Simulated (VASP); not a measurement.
C:

```xyz
4
Lattice="2.4561 0.0000 0.0000 -1.2281 2.1270 0.0000 0.0000 0.0000 7.1733" Properties=species:S:1:pos:R:3 pbc="T T T"
C    -0.9209    1.9497    5.4025
C     0.9212    0.8862    1.7708
C     2.1489    0.1774    1.7708
C     0.3068    1.2409    5.4025
```

| Quantity | Value |
| --- | --- |
| Program | VASP 6.6.1 |
| Task | relaxation of cell and atoms |
| Functional | PBEsol |
| Dispersion | D3(BJ) |
| Potentials or basis | VASP PAW PBE potentials, release 64 (C) |
| Cutoff | 600 eV |
| k mesh | 12 × 12 × 4 |
| Occupations | fermi-dirac, width 0.1 eV |
| Spin | no spin polarisation |

At the start: pressure 0.5 GPa; volume 9.37 Å³/atom.

Problem. How do energy, volume and symmetry change on relaxing?

Solution. Over 16 steps the energy falls by 6.2 meV/atom and the volume is 8.61 Å³/atom (-8.1 %); space group Fmmm (No. 69, to 0.1 Å) before and after.

The path:
```tsv
step	energy change (eV)	largest force (eV/Å)	pressure (GPa)	volume (Å³)
1	0.0000	0.0223	0.51	37.48
2	0.0005	0.0845	-3.45	37.64
3	-0.0016	0.0288	-1.36	37.55
4	-0.0050	0.0459	-1.44	37.26
5	-0.0126	0.2712	-1.64	36.40
6	-0.0115	0.7339	-1.81	34.68
7	-0.0151	0.4515	-1.78	35.73
8	-0.0157	0.4357	-1.70	35.68
9	-0.0174	0.3894	-1.61	35.54
10	-0.0203	0.2966	-1.35	35.25
11	-0.0238	0.1115	-0.80	34.68
12	-0.0200	0.2609	0.54	33.54
13	-0.0243	0.0259	-0.51	34.41
14	-0.0243	0.0180	-0.45	34.37
15	-0.0245	0.0168	-0.38	34.39
16	-0.0248	0.0141	-0.10	34.44
```

Final structure:
```
CELL_PARAMETERS angstrom
2.45815 0.00208 0.00000
-1.22729 2.12985 0.00000
0.00000 0.00000 6.57402
ATOMIC_POSITIONS crystal
C 0.08328 0.91672 0.75265
C 0.58328 0.41672 0.24735
C 0.91672 0.08328 0.24735
C 0.41672 0.58328 0.75265
```

Caveat: the PAW data sets were made with another functional, which shifts forces and pressure a little.
